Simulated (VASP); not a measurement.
Crystal: NaB2.

```
CELL_PARAMETERS angstrom
0.00000 3.36112 3.36112
3.36112 0.00000 3.36112
3.36112 3.36112 0.00000
ATOMIC_POSITIONS crystal
Na 0.50000 0.50000 0.50000
Na 0.75000 0.75000 0.75000
B 0.12500 0.12500 0.12500
B 0.62500 0.12500 0.12500
B 0.12500 0.62500 0.12500
B 0.12500 0.12500 0.62500
```

The cell was built from a structure type or drawn by symmetry, and may not be a known phase.

- Program: VASP 6.6.1
- Task: relaxation of cell and atoms
- Functional: PBE
- Potentials or basis: VASP PAW PBE potentials, release 64 (Na_pv, B)
- Cutoff: 600 eV
- k mesh: 4 × 4 × 4
- Occupations: gaussian, width 0.1 eV
- Spin: no spin polarisation

At the start: pressure -18.7 GPa; volume 12.66 Å³/atom.

Question: How do energy, volume and symmetry change on relaxing?

Answer: Over 4 steps the energy falls by 265.9 meV/atom and the volume is 9.23 Å³/atom (-27.1 %); space group Fd-3m (No. 227, to 0.1 Å) before and after.

The path:
```
step  energy change (eV)  largest force (eV/Å)  pressure (GPa)  volume (Å³)
   1              0.0000                0.0000          -18.67        75.94
   2             -1.4288                0.0000           -9.08        60.86
   3             -1.5927                0.0000           -1.32        56.09
   4             -1.5954                0.0000            0.15        55.37
```

Final structure:
```
Na B
1.0
     0.00000    3.02516    3.02516
     3.02516    0.00000    3.02516
     3.02516    3.02516    0.00000
Na B
2 4
Direct
  0.50000 0.50000 0.50000
  0.75000 0.75000 0.75000
  0.12500 0.12500 0.12500
  0.62500 0.12500 0.12500
  0.12500 0.62500 0.12500
  0.12500 0.12500 0.62500
```

Caveat: the k points lie up to 0.45 Å⁻¹ apart in the final cell, too coarse for converged energies and pressures of a metal; the volume moved by over 15 % at a fixed basis, so the end points are rough.
